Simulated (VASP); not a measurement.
Input of a VASP 6.6.1 run:

INCAR

```
SYSTEM = AlCu3
ALGO = Normal
EDIFF = 1E-7
ENCUT = 520
GGA = PS
ISIF = 2
ISMEAR = 0
LASPH = .TRUE.
LCHARG = .TRUE.
LELF = .TRUE.
LREAL = .FALSE.
LVHAR = .TRUE.
LWAVE = .FALSE.
NBANDS = 26
NELM = 60
PREC = Accurate
SIGMA = 0.1
```

The input KPOINTS:

```
k-points
0
G
  12 12 12
  0 0 0
```

File POSCAR:

```
AlCu3
1.0
    0.0000000000      2.8539264393      2.8539264393
    2.8539264393      0.0000000000      2.8539264393
    2.8539264393      2.8539264393      0.0000000000
Al Cu
1 3
Direct
    0.0000000000      0.0000000000      0.0000000000
    0.5000000000      0.5000000000      0.5000000000
    0.2500000000      0.2500000000      0.2500000000
    0.7500000000      0.7500000000      0.7500000000
```

Potentials or basis: VASP PAW PBE potentials, release 64 (Al, Cu).

Command:

```bash
$ cat potpaw_PBE.64/Al/POTCAR potpaw_PBE.64/Cu/POTCAR > POTCAR
$ mpirun -np 1 vasp_std > vasp.out
```

Problem. Predict the band gap on the k mesh.

Solution. Zero (bands 18 and 19 overlap by 5.95 eV).

Problem. Predict the pressure.

Solution. 5.7 GPa.

Caveat: the cell stands under pressure; the PAW data sets were made with another functional, which shifts forces and pressure a little.
